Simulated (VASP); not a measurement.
TaN, 2 atoms in the cell. The typed cell holds 2 atoms: a = 2.902 Å, b = 2.902 Å, c = 2.847 Å, α = 90.00°, β = 90.00°, γ = 120.00°. 

```yaml
Program: VASP 6.6.1
Task: single point
Functional: PBE
Potentials_or_basis: VASP PAW PBE potentials, release 64 (N, Ta_pv)
Cutoff: 520 eV
k_mesh: 13 × 13 × 12
Occupations: fermi-dirac, width 0.1 eV
Spin: no spin polarisation
Dipole_correction: no
k_mesh_for_the_DOS: 20 × 20 × 18
Occupations_for_the_DOS: tetrahedron
Further_INCAR_settings: ALGO = Normal; EDIFF = 1e-06
```

Potentials or basis: VASP PAW PBE potentials, release 64 (N, Ta_pv).

Run with:

```sh
$ cat potpaw_PBE.64/N/POTCAR potpaw_PBE.64/Ta_pv/POTCAR > POTCAR
$ cp INCAR.step1 INCAR
$ cp KPOINTS.step1 KPOINTS
$ mpirun -np 1 vasp_std > vasp.out
$ cp INCAR.step2 INCAR
$ cp KPOINTS.step2 KPOINTS
$ mpirun -np 1 vasp_std > vasp.out
```

Hardware: 1 thread of Intel Xeon 8259CL (shared host).

Problem. How long does it take, and how much memory?

Solution. It took 4.7 min on 1 thread of Intel Xeon 8259CL (shared host), peak memory 0.42 GiB. Counts: k points 1110.
